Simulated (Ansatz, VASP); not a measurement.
Re: VASP beside Ansatz

```
Re
1.0
     1.38392    0.79901    6.69861
    -1.38392    0.79901    6.69861
     0.00000   -1.59802    6.69861
Re
3
Direct
  0.00000 0.00000 0.00000
  0.22217 0.22217 0.22217
  0.77783 0.77783 0.77783
```

Alike in both runs: task electric field gradients; functional PBE; k mesh 15 × 15 × 15; occupations fermi-dirac, width 0.05 eV; no spin polarisation.

|  | VASP | Ansatz |
| --- | --- | --- |
| version | VASP 6.6.1 | Ansatz 0.2.0 |
| potentials or method | VASP PAW PBE potentials, release 64 (Re) | PAW with Ansatz's default frozen-core files, scalar-relativistic |
| plane-wave cutoff (eV) | 520 | 420 |
| valence electrons in the cell | 21 | 45 |

VASP gave:

```
pressure (GPa)                                                : 3.1
traceless stress, the component that is largest in VASP (GPa) : -0.57
rms of the force components (eV/Å)                            : 0.010
size of Vzz on the site where it differs most (V/Å²)          : 35.6
```

Task: Estimate Ansatz's values.

Result: Pressure (GPa): 3.6; traceless stress, the component that is largest in VASP (GPa): -0.49; rms of the force components (eV/Å): 0.009; size of Vzz on the site where it differs most (V/Å²): 21.7.

Atom by atom the forces differ by 0.001 eV/Å (rms over components). VASP's potentials hold 21 valence electrons a cell and Ansatz's 45, so a difference there can come from the potentials and not from the codes.

Spin-orbit coupling is off throughout.
